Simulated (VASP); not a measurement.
Wanted: the native input for a VASP 6.6.1 run.

```yaml
Task: single point
Functional: PBE
Potentials_or_basis: VASP PAW PBE potentials, release 64 (Ta_pv, N)
Cutoff: 520 eV
k_mesh: 9 × 9 × 8
Occupations: fermi-dirac, width 0.03 eV
Spin: no spin polarisation
Dipole_correction: no
Further_INCAR_settings: ALGO = Normal; EDIFF = 1e-06; NBANDS = 15
```

The structure of TaN lies in POSCAR:

```
TaN
1.0
    2.9380000000      0.0000000000      0.0000000000
   -1.4690000000      2.5443826363      0.0000000000
    0.0000000000      0.0000000000      2.8830000000
Ta N
1 1
Direct
    0.3333333333      0.6666666667      0.5000000000
    0.0000000000      0.0000000000      0.0000000000
```

The input as run:

INCAR

```
PREC = Accurate
ENCUT = 520
EDIFF = 1E-6
ISMEAR = -1
SIGMA = 0.03
LREAL = F
LASPH = T
NELM = 100
ALGO = Normal
ISIF = 2
LWAVE = F
LCHARG = F
GGA = PE
NBANDS = 15
```

KPOINTS

```
regular mesh
0
Gamma
  9 9 8
```

Potentials or basis: VASP PAW PBE potentials, release 64 (Ta_pv, N).

The run is started by

```sh
$ cat potpaw_PBE.64/Ta_pv/POTCAR potpaw_PBE.64/N/POTCAR > POTCAR
$ mpirun -np 1 vasp_std > vasp.out
```

Results of the run:

The pressure is 5.4 GPa. The band gap on the k mesh is zero (band 8 reaches 8.38 eV, above the bottom of band 9 at 8.17 eV).

Caveat: spin-orbit coupling is left out, which moves the levels of the heavy elements.

Run time: 6.3 s on 1 thread of Intel(R) Xeon(R) 6975P-C (Granite Rapids), with other jobs on the host, peak memory 0.15 GiB.
